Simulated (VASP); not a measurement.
Al2BAs2:

```
CELL_PARAMETERS angstrom
-2.23471 2.23471 4.55874
2.23471 -2.23471 4.55874
2.23471 2.23471 -4.55874
ATOMIC_POSITIONS crystal
Al 0.79249 0.79249 0.00000
Al 0.20751 0.20751 0.00000
B 0.50000 0.50000 0.00000
As 0.75000 0.25000 0.50000
As 0.25000 0.75000 0.50000
```

The cell was built from a structure type or drawn by symmetry, and may not be a known phase.

```yaml
Program: VASP 6.6.1
Task: relaxation of cell and atoms
Functional: PBE
Potentials_or_basis: VASP PAW PBE potentials, release 64 (Al, B, As)
Cutoff: 600 eV
k_mesh: 6 × 6 × 6
Occupations: gaussian, width 0.1 eV
Spin: no spin polarisation
```

At the start: pressure 26.0 GPa; volume 18.21 Å³/atom.

Question: Where does the relaxation end?

Answer: Over 17 steps the energy falls by 816.2 meV/atom and the volume is 18.49 Å³/atom (+1.5 %); space group I4/mmm (No. 139, to 0.1 Å) before and after.

Step by step:
| step | energy change (eV) | largest force (eV/Å) | pressure (GPa) | volume (Å³) |
| --- | --- | --- | --- | --- |
| 1 | 0.0000 | 0.9774 | 25.96 | 91.06 |
| 2 | -2.0730 | 1.1224 | -10.40 | 132.85 |
| 3 | -2.7934 | 0.9015 | -3.93 | 114.28 |
| 4 | -3.3807 | 0.8422 | -4.00 | 107.83 |
| 5 | -2.6295 | 6.0806 | 13.45 | 87.21 |
| 6 | -3.7183 | 0.5366 | -3.46 | 103.11 |
| 7 | -3.9203 | 1.0770 | 1.00 | 95.30 |
| 8 | -3.9429 | 0.2994 | -1.09 | 97.95 |
| 9 | -3.9491 | 0.4812 | -0.60 | 97.24 |
| 10 | -3.9491 | 0.5791 | -0.34 | 96.88 |
| 11 | -3.9858 | 0.5583 | -0.03 | 95.51 |
| 12 | -4.0608 | 0.2859 | 1.48 | 91.42 |
| 13 | -4.0591 | 0.0041 | 2.36 | 89.73 |
| 14 | -4.0639 | 0.1914 | 1.81 | 90.73 |
| 15 | -4.0775 | 0.2298 | 0.03 | 92.32 |
| 16 | -4.0787 | 0.1306 | 0.40 | 91.97 |
| 17 | -4.0812 | 0.0324 | 0.14 | 92.44 |

Final structure:
```yaml
crystal:
  lattice:
    - [-2.59912, 2.59912, 3.42081]
    - [2.59912, -2.59912, 3.42081]
    - [2.59912, 2.59912, -3.42081]
  atoms:
    - { symbol: Al, position: [0.80724, 0.80724, 0.00000] }
    - { symbol: Al, position: [0.19276, 0.19276, 0.00000] }
    - { symbol: B, position: [0.50000, 0.50000, 0.00000] }
    - { symbol: As, position: [0.75000, 0.25000, 0.50000] }
    - { symbol: As, position: [0.25000, 0.75000, 0.50000] }
```
